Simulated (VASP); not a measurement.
Si: single point with PBEsol

Crystal: Si.

```
Si
1.0
     3.85669    0.00000    0.00000
    -1.92835    3.33999    0.00000
     0.00000    0.00000    6.37456
Si
4
Direct
  0.66667 0.33333 0.93699
  0.33333 0.66667 0.43699
  0.66667 0.33333 0.56301
  0.33333 0.66667 0.06301
```

This cell differs from its parent crystal: volume scaled by 1.02.

```json
{
 "Program": "VASP 6.6.1",
 "Task": "single point",
 "Functional": "PBEsol",
 "Potentials or basis": "VASP PAW PBE potentials, release 64 (Si)",
 "Cutoff": "520 eV",
 "k mesh": "8 × 8 × 4",
 "Occupations": "fermi-dirac, width 0.05 eV",
 "Spin": "no spin polarisation"
}
```

```json
{
 "Pressure": "-2.1 GPa",
 "Largest force": "0.016 eV/Å",
 "Band gap on the k mesh": "0.34 eV, indirect (least direct gap 0.90 eV)"
}
```

Forces in eV/Å, atoms in the order of the input:
```
Si   0.000  0.000  0.016
Si   0.000  0.000  0.016
Si   0.000  0.000 -0.016
Si   0.000  0.000 -0.016
```

Levels at points of the mesh, in eV from the valence-band top:
| k point | band 6 | band 7 | band 8 | band 9 | band 10 | band 11 |
| --- | --- | --- | --- | --- | --- | --- |
| (0.00, 0.00, 0.00) | -0.35 | 0.00 | 0.00 | 0.90 | 1.96 | 1.96 |
| (0.50, 0.00, 0.00) | -3.02 | -2.97 | -1.42 | 0.34 | 2.24 | 2.91 |
| (0.00, 0.00, 0.50) | -0.92 | -0.92 | -0.92 | 1.68 | 1.68 | 2.93 |
| (0.50, 0.00, 0.50) | -2.43 | -2.39 | -2.39 | 0.81 | 0.81 | 1.60 |

Run time: 39 s on 1 thread of Intel Xeon 6975P-C, with other jobs on the host, peak memory 0.19 GiB.

Caveat: the PAW data sets were made with another functional, which shifts forces and pressure a little. A k mesh can miss the band edges.
